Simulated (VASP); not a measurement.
Wanted: the native input for a VASP 6.6.1 run.

| Quantity | Value |
| --- | --- |
| Task | single point |
| Functional | PBEsol |
| Potentials or basis | VASP PAW PBE potentials, release 64 (Ni, Si) |
| Cutoff | 520 eV |
| k mesh | 5 × 7 × 4 |
| Occupations | fermi-dirac, width 0.05 eV |
| Spin | collinear spin, ferromagnetic start |
| Starting moments | [1.0, 1.0, 1.0, 1.0, 0.0, 0.0, 0.0, 0.0] μB |
| Dipole correction | no |
| Further INCAR settings | ALGO = Normal; EDIFF = 1e-07; NBANDS = 42 |

The structure of SiNi lies in POSCAR:

```
SiNi
1.0
    5.1213690000      0.0000000000      0.0000000000
    0.0000000000      3.3047190000      0.0000000000
    0.0000000000      0.0000000000      5.6049000000
Ni Si
4 4
Direct
    0.9922100000      0.7500000000      0.8124800000
    0.5077900000      0.2500000000      0.3124800000
    0.4922100000      0.7500000000      0.6875200000
    0.0077900000      0.2500000000      0.1875200000
    0.6787200000      0.2500000000      0.9175000000
    0.8212800000      0.7500000000      0.4175000000
    0.1787200000      0.2500000000      0.5825000000
    0.3212800000      0.7500000000      0.0825000000
```

The input as run:

INCAR

```
SYSTEM = SiNi
  PREC = Accurate
  ENCUT = 520
  EDIFF = 1E-7
  ISMEAR = -1
  SIGMA = 0.05
  LREAL = .FALSE.
  LASPH = .TRUE.
  NELM = 150
  ALGO = Normal
  ISIF = 2
  LWAVE = .FALSE.
  LCHARG = .TRUE.
  ISPIN = 2
  MAGMOM = 1 1 1 1 0 0 0 0
  LORBIT = 11
  LMAXMIX = 4
  GGA = PS
  LELF = .TRUE.
  LVHAR = .TRUE.
  NBANDS = 42
```

KPOINTS

```
regular mesh
0
G
  5 7 4
  0 0 0
```

Potentials or basis: VASP PAW PBE potentials, release 64 (Ni, Si).

Launch:

```console
$ cat potpaw_PBE.64/Ni/POTCAR potpaw_PBE.64/Si/POTCAR > POTCAR
$ mpirun -np 1 vasp_std > vasp.out
```

Results of the run:

| Property | Result |
| --- | --- |
| Pressure | -0.5 GPa |
| Largest force | 0.050 eV/Å |
| Band gap on the k mesh | zero (filled and empty bands overlap) |
| Net moment | 0.00 μB per cell |
| Valence electrons inside the program's atomic spheres | Ni 9.64; Si 1.62 |

Caveat: the PAW data sets were made with another functional, which shifts forces and pressure a little.

It took 10 min on 1 thread of Intel Xeon 8259CL, with other jobs on the host, peak memory 0.36 GiB.
